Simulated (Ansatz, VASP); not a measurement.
## Rh in VASP and in Ansatz

Contents of INCAR:

```
PREC     = Accurate       # precision mode
ENCUT    = 520            # plane-wave cutoff, eV
EDIFF    = 1E-7           # SCF threshold, eV
ISMEAR   = 0              # smearing method
SIGMA    = 0.15           # smearing width, eV
LREAL    = F              # projectors in reciprocal space
LASPH    = T              # aspherical terms in the spheres
NELM     = 60             # most SCF steps
ALGO     = Fast           # electronic algorithm
ISIF     = 2              # what is computed and relaxed
LWAVE    = F              # write WAVECAR
LCHARG   = F              # write CHGCAR
GGA      = PE             # functional
NBANDS   = 22             # bands
```

Contents of KPOINTS:

```
Automatic mesh
0
Gamma
  18 18 10
```

The input POSCAR:

```
Rh
1.0
    2.8611000000      0.0000000000      0.0000000000
   -1.4305500000      2.4777852828      0.0000000000
    0.0000000000      0.0000000000      4.6658000000
Rh
2
Direct
    0.6666666667      0.3333333333      0.7500000000
    0.3333333333      0.6666666667      0.2500000000
```

Input for Ansatz:

```yaml
crystal:
  lattice:
    - [2.8611, 0.0, 0.0]
    - [-1.43055, 2.4777852828, 0.0]
    - [0.0, 0.0, 4.6658]
  atoms:
    - { symbol: Rh, position: [0.6666666667, 0.3333333333, 0.75] }
    - { symbol: Rh, position: [0.3333333333, 0.6666666667, 0.25] }
basis:
  ecutwfc: 420
kpoints:
  mp_grid: { grid: [18, 18, 10] }
hamiltonian:
  xc: pbe
  pseudopotentials: { kind: paw, azcp: { folder: soft_1 } }
scf:
  occupations: { method: gaussian, width: 0.15 }
output:
  forces: true
  stress: true
  eigenvalues: true
```

Alike in both runs: task single point; functional PBE; k mesh 18 × 18 × 10; occupations gaussian, width 0.15 eV; no spin polarisation.

|  | VASP | Ansatz |
| --- | --- | --- |
| version | VASP 6.6.1 | Ansatz 0.2.0 |
| potentials or method | VASP PAW PBE potentials, release 64 (Rh_pv), cutoff 520 eV | scalar-relativistic, plane waves, PAW |
| valence electrons in the cell | 30 | 34 |

```csv
,VASP,Ansatz,Ansatz less VASP
gap on the k mesh at the Fermi level (eV),none,none,-
pressure (GPa),-26.6,-26.6,-0.02
"traceless stress, the component that is largest in VASP (GPa)",-1.46,-1.46,-0.003
```

A gap of «none» marks a metal or a gap that the smearing closes. VASP's potentials hold 30 valence electrons a cell and Ansatz's 34, so a difference there can come from the potentials and not from the codes.
